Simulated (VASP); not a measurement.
# Mo (Im-3m) in VASP: further runs, part 2 of 4

VASP 6.6.1. Earlier steps stand in the parts before.

**3. Single point, PBE (volume scaled by 0.97)**

File INCAR:

```
SYSTEM = Mo
PREC = Accurate
ENCUT = 520
EDIFF = 1E-6
ISMEAR = 0
SIGMA = 0.1
LREAL = .False.
LASPH = .True.
NELM = 100
ALGO = Normal
ISIF = 2
LWAVE = .False.
LCHARG = .False.
GGA = PE
NBANDS = 13
```

File KPOINTS:

```
Automatic mesh
0
Gamma
  24 24 24
  0 0 0
```

File POSCAR:

```
Mo
1.0
   -1.5644603104      1.5644603104      1.5644603104
    1.5644603104     -1.5644603104      1.5644603104
    1.5644603104      1.5644603104     -1.5644603104
Mo
1
Direct
    0.0000000000      0.0000000000      0.0000000000
```

Potentials or basis: VASP PAW PBE potentials, release 64 (Mo_sv).

The run is started by

```sh
cat potpaw_PBE.64/Mo_sv/POTCAR > POTCAR
mpirun -np 1 vasp_std > vasp.out
```

OUTCAR:

```text
SYSTEM = Mo
   PREC = Accurate
   ENCUT = 520
   EDIFF = 1E-6
   ISMEAR = 0
   LREAL = .False.
   LASPH = .True.
   NELM = 100
   ISIF = 2
   GGA = PE

 ion  position               nearest neighbor table
   1  0.000  0.000  0.000-

  LATTYP: Found a body centered cubic cell.
 ALAT       =     3.1289206208

  Lattice vectors:

 A1 = (  -1.5644603104,   1.5644603104,   1.5644603104)
 A2 = (   1.5644603104,  -1.5644603104,   1.5644603104)
 A3 = (   1.5644603104,   1.5644603104,  -1.5644603104)

Analysis of symmetry for initial positions (statically):
=====================================================================
 Subroutine PRICEL returns:
 Original cell was already a primitive cell.

 Routine SETGRP: Setting up the symmetry group for a
 body centered cubic supercell.

 Subroutine GETGRP returns: Found 48 space group operations
 (whereof 48 operations were pure point group operations)
 out of a pool of 48 trial point group operations.

The static configuration has the point symmetry O_h .

Analysis of symmetry for dynamics (positions and initial velocities):
=====================================================================
 Subroutine PRICEL returns:
 Original cell was already a primitive cell.

 Routine SETGRP: Setting up the symmetry group for a
 body centered cubic supercell.

 Subroutine GETGRP returns: Found 48 space group operations
 (whereof 48 operations were pure point group operations)
 out of a pool of 48 trial point group operations.

The dynamic configuration has the point symmetry O_h .

 Subroutine INISYM returns: Found 48 space group operations
 (whereof 48 operations are pure point group operations),
 and found     1 'primitive' translations

----------------------------------------------------------------------------------------

                                     Primitive cell

  volume of cell :      15.3163

  direct lattice vectors                    reciprocal lattice vectors
    -1.564460310  1.564460310  1.564460310     0.000000000  0.319599031  0.319599031
     1.564460310 -1.564460310  1.564460310     0.319599031  0.000000000  0.319599031
     1.564460310  1.564460310 -1.564460310     0.319599031  0.319599031  0.000000000

  length of vectors
     2.709724744  2.709724744  2.709724744     0.451981285  0.451981285  0.451981285

  position of ions in fractional coordinates (direct lattice)
     0.000000000  0.000000000  0.000000000

  ion indices of the primitive-cell ions
   primitive index   ion index
                 1           1

----------------------------------------------------------------------------------------

 KPOINTS: Automatic mesh

Automatic generation of k-mesh.
 Grid dimensions read from file:
 generate k-points for:   24   24   24

 Generating k-lattice:

  Cartesian coordinates                     Fractional coordinates (reciprocal lattice)
     0.000000000  0.013316626  0.013316626     0.041666667  0.000000000  0.000000000
     0.013316626  0.000000000  0.013316626     0.000000000  0.041666667  0.000000000
     0.013316626  0.013316626  0.000000000     0.000000000  0.000000000  0.041666667

  Length of vectors
     0.018832554  0.018832554  0.018832554

  Shift w.r.t. Gamma in fractional coordinates (k-lattice)
     0.000000000  0.000000000  0.000000000

 Subroutine IBZKPT returns following result:
 ===========================================

 Found    413 irreducible k-points:

 Following reciprocal coordinates:
            Coordinates               Weight
  0.000000  0.000000  0.000000      1.000000
  0.041667  0.000000  0.000000     12.000000
  0.083333  0.000000  0.000000     12.000000
  0.125000  0.000000  0.000000     12.000000
  0.166667  0.000000  0.000000     12.000000
  0.208333  0.000000  0.000000     12.000000
[... 16 lines left out ...]
  0.416667  0.041667  0.000000     48.000000
  0.458333  0.041667  0.000000     48.000000
 [... further k-points ...]
   k-points           NKPTS =    413   k-points in BZ     NKDIM =    413   number of bands    NBANDS=     13
   number of dos      NEDOS =    301   number of ions     NIONS =      1
   total plane-waves  NPLWV =   8000
   dimension x,y,z NGX =    20 NGY =   20 NGZ =   20
   dimension x,y,z NGXF=    40 NGYF=   40 NGZF=   40
   ions per type =               1
   NGX,Y,Z   is equivalent  to a cutoff of  12.27, 12.27, 12.27 a.u.
   NGXF,Y,Z  is equivalent  to a cutoff of  24.54, 24.54, 24.54 a.u.
 SYSTEM =  Mo
   PREC   = accura    normal or accurate (medium, high low for compatibility)
   ISTART =      0    job   : 0-new  1-cont  2-samecut
   ICHARG =      2    charge: 1-file 2-atom 10-const
   ISPIN  =      1    spin polarized calculation?
   LNONCOLLINEAR =      F non collinear calculations
   LSORBIT =      F    spin-orbit coupling
   LASPH  =      T    aspherical Exc in radial PAW
   ENCUT  =  520.0 eV  38.22 Ry    6.18 a.u.   5.04  5.04  5.04*2*pi/ulx,y,z
   NELM   =    100;   NELMIN=  2; NELMDL= -5     # of ELM steps
   EDIFF  = 0.1E-05   stopping-criterion for ELM
   LREAL  =      F    real-space projection
   EDIFFG = 0.1E-04   stopping-criterion for IOM
   NSW    =      0    number of steps for IOM
   IBRION =     -1    ionic relax: 0-MD 1-quasi-New 2-CG
   NFREE  =      0    steps in history (QN), initial steepest desc. (CG)
   ISIF   =      2    stress and relaxation
   ISYM   =      2    0-nonsym 1-usesym 2-fastsym
   POTIM  = 0.5000    time-step for ionic-motion
   TEBEG  =    0.0;   TEEND  =   0.0 temperature during run
   PSTRESS=    0.0 pullay stress
   NELECT =      14.0000    total number of electrons
   NUPDOWN=      -1.0000    fix difference up-down
   EMIN   =  10.00;   EMAX   =-10.00  energy-range for DOS
   EFERMI =   0.00;   METHOD = LEGACY
   ISMEAR =     0;   SIGMA  =   0.10  broadening in eV -4-tet -1-fermi 0-gaus
   EFERMI_NEDOS =   21; number of points for ismear=-14 and -15
   IALGO  =     38    algorithm
   IMIX   =      4    mixing-type and parameters
     AMIX     =   0.40;   BMIX     =  1.00
     AMIX_MAG =   1.60;   BMIX_MAG =  1.00
  volume/ion in A,a.u.               =      15.32       103.36
  Fermi-wavevector in a.u.,A,eV,Ry     =   1.588789  3.002376 34.344524  2.524251
  Thomas-Fermi vector in A             =   2.687739
   LORBIT       =      0    0 simple, 1 ext, 2 COOP (PROOUT), +10 PAW based schemes
   GGA     = PE    functional components
   LHFCALC =     F    Hartree Fock is set to
   AEXX    =    0.0000 exact exchange contribution
   IVDW    =     0    specifies the selected vdW correction
   LEPSILON=     F    determine dielectric tensor
   LRPA    =     F    only Hartree local field effects (RPA)
 non-spin polarized calculation
 Gauss-broadening in eV      SIGMA  =   0.10
  energy-cutoff  :      520.00
  volume of cell :       15.32
 maximum number of plane-waves:       428
   NGX =  9   NGY =  9   NGZ =  9

 number of electron      13.9999998 magnetization

 Free energy of the ion-electron system (eV)
  ---------------------------------------------------
  ext. energy  EPLUGINS =         0.00000000
  ---------------------------------------------------
  free energy    TOTEN  =       -10.92267708 eV

  energy without entropy =      -10.91919346  energy(sigma->0) =      -10.92093527

 E-fermi :  12.9777     XC(G=0): -13.5061

 val. band max:       12.9716455472   @ k =   0.3750   0.0000   0.0000
 cond. band min:      12.9804621125   @ k =   0.4167   0.1250  -0.0000
 fundamental gap:      0.0088165653
 Fermi energy:        12.9776764360

 k-point     1 :       0.0000    0.0000    0.0000
  band No.  band energies     occupation
      1     -48.3603      2.00000
      2     -21.5780      2.00000
      3     -21.5780      2.00000
      4     -21.5780      2.00000
      5       5.6228      2.00000
      6      11.5200      2.00000
      7      11.5200      2.00000
      8      11.5200      2.00000
      9      14.6227      0.00000
     10      14.6227      0.00000
     11      27.7869      0.00000
     12      27.7869      0.00000
     13      27.7869      0.00000
[... 353 lines left out ...]
 k-point    24 :       0.4583    0.0417    0.0000
  band No.  band energies     occupation
      1     -48.0728      2.00000
      2     -23.0570      2.00000
      3     -22.0575      2.00000
      4     -21.6021      2.00000
      5       7.5386      2.00000
      6       9.4490      2.00000
      7      14.1927      0.00000
      8      14.6593      0.00000
      9      15.5348      0.00000
     10      17.9134      0.00000
     11      24.8708      0.00000
     12      25.0830      0.00000
     13      30.4955      0.00000

 [... further k-points ...]
[... 5 lines left out ...]
  --------------------------------------------------------------------------------------
  -------------------------------------------------------------------------------------
  Total        0.8587701      0.8587701      0.8587701     -0.0000000      0.0000000     -0.0000000
  in kB       89.8325721     89.8325721     89.8325721     -0.0000000      0.0000000     -0.0000000
  external PRESSURE =      89.8325721 kB  Pullay stress =       0.0000000 kB

 VOLUME and BASIS-vectors are now :
 -----------------------------------------------------------------------------
  energy-cutoff  :      520.00
  volume of cell :       15.32
      direct lattice vectors                 reciprocal lattice vectors
    -1.564460310  1.564460310  1.564460310     0.000000000  0.319599031  0.319599031
     1.564460310 -1.564460310  1.564460310     0.319599031  0.000000000  0.319599031
     1.564460310  1.564460310 -1.564460310     0.319599031  0.319599031  0.000000000

 POSITION                                       TOTAL-FORCE (eV/Angst)
 -----------------------------------------------------------------------------------
      0.00000      0.00000      0.00000         0.000000      0.000000      0.000000
 -----------------------------------------------------------------------------------
    total drift:                                0.000000      0.000000      0.000000

  FREE ENERGIE OF THE ION-ELECTRON SYSTEM (eV)
  ---------------------------------------------------
  free  energy   TOTEN  =       -10.9226770829 eV

  energy  without entropy=      -10.9191934596  energy(sigma->0) =      -10.92093527
```

stdout:

```text
POSCAR found type information on POSCAR Mo
 POSCAR found :  1 types and       1 ions
 scaLAPACK will be used
 LDA part: xc-table for (Slater+PW92), standard interpolation
 POSCAR, INCAR and KPOINTS ok, starting setup
 FFT: planning ... GRIDC
 FFT: planning ... GRID_SOFT
 FFT: planning ... GRID
 WAVECAR not read
 entering main loop
```

Wall time 25 s (1 thread of Intel Xeon 6975P-C, shared host); peak memory 0.19 GiB.

What came out:

| Item | Value |
| --- | --- |
| Free energy | -10.9227 eV |
| Pressure | 9.0 GPa |
| Band gap on the k mesh | zero (band 7 reaches 17.02 eV, above the bottom of band 8 at 11.52 eV) |

Levels at points of the mesh, in eV from the Fermi level:
```tsv
k point	band 3	band 4	band 5	band 6	band 7	band 8	band 9	band 10	band 11	band 12
(0.00, 0.00, 0.00)	-34.56	-34.56	-7.35	-1.46	-1.46	-1.46	1.65	1.65	14.81	14.81
(0.50, 0.00, 0.00)	-35.03	-34.57	-5.50	-3.55	1.65	1.68	2.33	4.83	11.91	11.95
(0.50, 0.50, 0.50)	-35.58	-35.58	-5.65	-5.65	4.04	4.04	4.04	9.17	9.17	9.17
```

(Continued in part 3 of 4.)
